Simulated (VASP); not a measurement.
Wanted: the native input for a VASP 6.6.1 run.

| Quantity | Value |
| --- | --- |
| Task | single point |
| Functional | PBE |
| Dispersion | D3(BJ) |
| Potentials or basis | VASP PAW PBE potentials, release 64 (C, O) |
| Cutoff | 520 eV |
| k mesh | 5 × 8 × 1 |
| Occupations | gaussian, width 0.05 eV |
| Spin | no spin polarisation |
| Dipole correction | yes |
| Further INCAR settings | LREAL = Auto; ALGO = Normal; EDIFF = 1e-07; NBANDS = 62 |

The structure of C21O lies in POSCAR:

```
C21O
1.0
    5.0304222913      0.0000000000      0.0000000000
    0.0000000000      3.5570457144      0.0000000000
    0.0000000000      0.0000000000     23.8251416051
C O
21 1
Direct
    0.2500000000      0.0000000000      0.1678898731
    0.7500000000      0.0000000000      0.1678898731
    0.0000000000      0.2500000000      0.1678898731
    0.5000000000      0.2500000000      0.1678898731
    0.0000000000      0.5000000000      0.2206746831
    0.5000000000      0.5000000000      0.2206746831
    0.2500000000      0.7500000000      0.2206746831
    0.7500000000      0.7500000000      0.2206746831
    0.2500000000      0.0023818432      0.2733210081
    0.7500000000      0.0023818432      0.2733210081
    0.0000000000      0.2476181568      0.2733210081
    0.5000000000      0.2476181568      0.2733210081
    0.0000000000      0.5094747646      0.3275705903
    0.5000000000      0.5094747646      0.3275705903
    0.2500000000      0.7405252354      0.3275705903
    0.7500000000      0.7405252354      0.3275705903
    0.2500000000      0.0286707501      0.3725115994
    0.7500000000      0.0286707501      0.3725115994
    0.0000000000      0.2213292499      0.3725115994
    0.5000000000      0.2213292499      0.3725115994
    0.5000000000      0.0286707501      0.5425000959
    0.5000000000      0.0286707501      0.4942317574
```

The input as run:

INCAR

```
SYSTEM = C21O
  PREC = Accurate
  ENCUT = 520
  EDIFF = 1E-7
  ISMEAR = 0
  SIGMA = 0.05
  LREAL = Auto
  LASPH = .True.
  NELM = 60
  ALGO = Normal
  ISIF = 2
  LWAVE = .False.
  LCHARG = .False.
  LDIPOL = .True.
  IDIPOL = 3
  DIPOL = 0.5 0.5 0.295
  GGA = PE
  IVDW = 12
  NBANDS = 62
```

KPOINTS

```
Automatic mesh
0
Gamma
  5 8 1
  0 0 0
```

Potentials or basis: VASP PAW PBE potentials, release 64 (C, O).

Command:

```bash
$ cat potpaw_PBE.64/C/POTCAR potpaw_PBE.64/O/POTCAR > POTCAR
$ mpirun -np 1 vasp_std > vasp.out
```

It gave:

The largest force is 4.363 eV/Å. The band gap on the k mesh is zero (bands 45 and 46 overlap by 0.02 eV). The dispersion energy per atom is -0.142 eV.

Run time: 24 min on 1 thread of Oxide Virtual Turin-like Processor (shared host), peak memory 0.57 GiB.
